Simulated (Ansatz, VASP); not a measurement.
**Ge: VASP beside Ansatz**

```
CELL_PARAMETERS angstrom
-2.52874 2.68575 1.45586
2.52874 -2.68575 1.45586
2.52874 2.68575 -1.45586
ATOMIC_POSITIONS crystal
Ge 0.31406 0.06406 0.25000
Ge 0.68594 0.93594 0.75000
```

Alike in both runs: task single point; functional LDA; k mesh 11 × 11 × 11; occupations fermi-dirac, width 0.05 eV; no spin polarisation.

```csv
,VASP,Ansatz
version,VASP 6.6.1,Ansatz 0.2.0
potentials or method,"VASP PAW LDA potentials, release 64 (Ge_d)",Ansatz PAW
plane-wave cutoff (eV),520,420
valence electrons in the cell,28,28
```

|  | VASP | Ansatz | Ansatz less VASP |
| --- | --- | --- | --- |
| gap on the k mesh at the Fermi level (eV) | none | none | - |
| pressure (GPa) | -6.5 | -6.4 | +0.04 |
| traceless stress, the component that is largest in VASP (GPa) | 0.97 | 0.96 | -0.007 |
| rms of the force components (eV/Å) | 0.040 | 0.039 | -0.0008 |

LDA's correlation is that of Perdew and Zunger in VASP and of Perdew and Wang (1992) in Ansatz. Atom by atom the forces differ by 0.001 eV/Å (rms over components). A gap of «none» marks a metal or a gap that the smearing closes.
